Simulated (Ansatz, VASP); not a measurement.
One calculation of Ti3C2, two programs

The input POSCAR:

```
Ti3C2
1.0
   -3.0640472894      0.0000000000      0.0000000000
   -1.5320236447     -2.6535427910      0.0000000000
    0.0000000000      0.0000000000     15.1185180878
Ti C
6 4
Direct
    0.3333333333      0.3333333333      0.8441961019
    0.6666666667      0.6666666667      0.3441961019
    0.6666666667      0.6666666667      0.1558038981
    0.3333333333      0.3333333333      0.6558038981
    0.0000000000      0.0000000000      0.0000000000
    0.0000000000      0.0000000000      0.5000000000
    0.6666666667      0.6666666667      0.9141626280
    0.3333333333      0.3333333333      0.4141626280
    0.6666666667      0.6666666667      0.5858373720
    0.3333333333      0.3333333333      0.0858373720
```

The input INCAR.step1:

```
SYSTEM = Ti3C2
ALGO = Normal ; EDIFF = 1E-4
ENCUT = 520 ; GGA = PE
ISMEAR = 0 ; LASPH = .TRUE.
LCHARG = .FALSE. ; LREAL = .FALSE.
LWAVE = .TRUE. ; NBANDS = 55
NELM = 60 ; PREC = Accurate
SIGMA = 0.15
```

The input INCAR.step2:

```
SYSTEM = Ti3C2
ALGO = Normal ; EDIFF = 1E-7
ENCUT = 520 ; ISIF = 2
ISMEAR = 0 ; ISTART = 1
LASPH = .TRUE. ; LCHARG = .FALSE.
LMIXTAU = .TRUE. ; LREAL = .FALSE.
LWAVE = .FALSE. ; METAGGA = R2SCAN
NBANDS = 55 ; NELM = 60
PREC = Accurate ; SIGMA = 0.15
```

File KPOINTS:

```
k-points
0
G
  14 14 3
  0 0 0
```

Input for Ansatz:

```yaml
crystal:
  lattice:
    - [-3.0640472894, 0.0, 0.0]
    - [-1.5320236447, -2.653542791, 0.0]
    - [0.0, 0.0, 15.1185180878]
  atoms:
    - { symbol: Ti, position: [0.3333333333, 0.3333333333, 0.8441961019] }
    - { symbol: Ti, position: [0.6666666667, 0.6666666667, 0.3441961019] }
    - { symbol: Ti, position: [0.6666666667, 0.6666666667, 0.1558038981] }
    - { symbol: Ti, position: [0.3333333333, 0.3333333333, 0.6558038981] }
    - { symbol: Ti, position: [0.0, 0.0, 0.0] }
    - { symbol: Ti, position: [0.0, 0.0, 0.5] }
    - { symbol: C, position: [0.6666666667, 0.6666666667, 0.914162628] }
    - { symbol: C, position: [0.3333333333, 0.3333333333, 0.414162628] }
    - { symbol: C, position: [0.6666666667, 0.6666666667, 0.585837372] }
    - { symbol: C, position: [0.3333333333, 0.3333333333, 0.085837372] }
basis:
  ecutwfc: 500
kpoints:
  mp_grid: { grid: [14, 14, 3] }
hamiltonian:
  xc: r2scan
scf:
  occupations: { method: gaussian, width: 0.15 }
output:
  forces: true
  stress: true
  eigenvalues: true
```

Alike in both runs: task single point; functional r2SCAN; k mesh 14 × 14 × 3; occupations gaussian, width 0.15 eV; no spin polarisation.

|  | VASP | Ansatz |
| --- | --- | --- |
| version | VASP 6.6.1 | Ansatz 0.2.0 |
| potentials or method | VASP PAW PBE potentials, release 64 (Ti_sv, C), cutoff 520 eV | scalar-relativistic, plane waves, PAW |
| valence electrons in the cell | 88 | 88 |

```tsv
	VASP	Ansatz	Ansatz less VASP
gap on the k mesh at the Fermi level (eV)	none	none	-
pressure (GPa)	0.8	0.0	-0.80
traceless stress, the component that is largest in VASP (GPa)	0.00	0.07	+0.066
rms of the force components (eV/Å)	0.032	0.007	-0.0251
```

VASP's potentials were made for PBE, not for r2SCAN. Atom by atom the forces differ by 0.039 eV/Å (rms over components). A gap of «none» marks a metal or a gap that the smearing closes. With one functional, cell and mesh, what is left measures potentials, basis and numerics.
